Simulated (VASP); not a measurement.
Wanted: the native input for a VASP 6.6.1 run.

```
Task                   : single point
Functional             : PBEsol
Potentials or basis    : VASP PAW PBE potentials, release 64 (Ti_sv)
Cutoff                 : 520 eV
k mesh                 : 16 × 16 × 16
Occupations            : gaussian, width 0.1 eV
Spin                   : no spin polarisation
Dipole correction      : no
Further INCAR settings : ALGO = Normal; EDIFF = 1e-06; NBANDS = 19
```

The structure of Ti lies in POSCAR:

```
Ti
1.0
    3.1781298045      0.0000000000      0.0000000000
    0.0000000000      3.1781298045      0.0000000000
    0.0000000000      0.0000000000      3.1781298045
Ti
2
Direct
    0.0000000000      0.0000000000      0.0000000000
    0.5000000000      0.5000000000      0.5000000000
```

This isn't the form of Ti at room conditions, which is hcp.

This cell differs from its parent crystal: equal strain along all axes, cell held: -1.0 %.

One way to write it, as run:

INCAR

```
SYSTEM = Ti
  ALGO = Normal
  EDIFF = 1E-6
  ENCUT = 520
  GGA = PS
  ISIF = 2
  ISMEAR = 0
  LASPH = .TRUE.
  LCHARG = .FALSE.
  LREAL = .FALSE.
  LWAVE = .FALSE.
  NBANDS = 19
  NELM = 100
  PREC = Accurate
  SIGMA = 0.1
```

KPOINTS

```
k-points
0
G
  16 16 16
  0 0 0
```

Potentials or basis: VASP PAW PBE potentials, release 64 (Ti_sv).

Command:

```console
$ cat potpaw_PBE.64/Ti_sv/POTCAR > POTCAR
$ mpirun -np 1 vasp_std > vasp.out
```

Results of the run:

| Quantity | Value |
| --- | --- |
| Pressure | 3.2 GPa |
| Band gap on the k mesh | zero (bands 12 and 13 overlap by 1.69 eV) |

Caveat: the cell differs from its parent crystal (equal strain along all axes, cell held: -1.0 %); the cell stands under pressure; the PAW data sets were made with another functional, which shifts forces and pressure a little.

Run time: 56 s on 1 thread of AMD EPYC 7R13 Processor (Zen 3), with other jobs on the host, peak memory 0.17 GiB.
